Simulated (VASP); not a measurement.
Here is a VASP 6.6.1 calculation.

The input INCAR:

```
  PREC = Accurate
  ENCUT = 520
  EDIFF = 1E-7
  ISMEAR = 0
  SIGMA = 0.1
  LREAL = False
  LASPH = True
  NELM = 100
  ALGO = Normal
  ISIF = 2
  LWAVE = False
  LCHARG = False
  GGA = PE
  NBANDS = 56
```

The input KPOINTS:

```
Automatic mesh
0
Gamma
  6 6 4
```

POSCAR

```
Ru3C
1.0
    5.1378744417      0.0000000000      0.0000000000
   -2.5689372208      4.4495297879      0.0000000000
    0.0000000000      0.0000000000      4.1239369740
Ru C
6 2
Direct
    0.8330000000      0.6660000000      0.2500000000
    0.1670000000      0.8330000000      0.7500000000
    0.3340000000      0.1670000000      0.2500000000
    0.1670000000      0.3340000000      0.7500000000
    0.8330000000      0.1670000000      0.2500000000
    0.6660000000      0.8330000000      0.7500000000
    0.3333333333      0.6666666667      0.2500000000
    0.6666666667      0.3333333333      0.7500000000
```

Potentials or basis: VASP PAW PBE potentials, release 64 (Ru_pv, C).

Command:

```sh
$ cat potpaw_PBE.64/Ru_pv/POTCAR potpaw_PBE.64/C/POTCAR > POTCAR
$ mpirun -np 1 vasp_std > vasp.out
```

**Question.** Predict the band gap on the k mesh.

**Answer.** Zero (bands 46 and 47 overlap by 0.32 eV).

**Question.** What does it give for the pressure?

**Answer.** 14.1 GPa.

Forces on the atoms (eV/Å):
```
Ru   0.000 -1.849  0.000
Ru   1.602 -0.925  0.000
Ru   1.602  0.925  0.000
Ru   0.000  1.849  0.000
Ru  -1.602  0.925  0.000
Ru  -1.602 -0.925  0.000
C    0.000  0.000  0.000
C    0.000  0.000  0.000
```

Caveat: the k points lie up to 0.38 Å⁻¹ apart; forces of over 1 eV/Å act on the atoms, so gaps and moduli don't describe the material at rest.
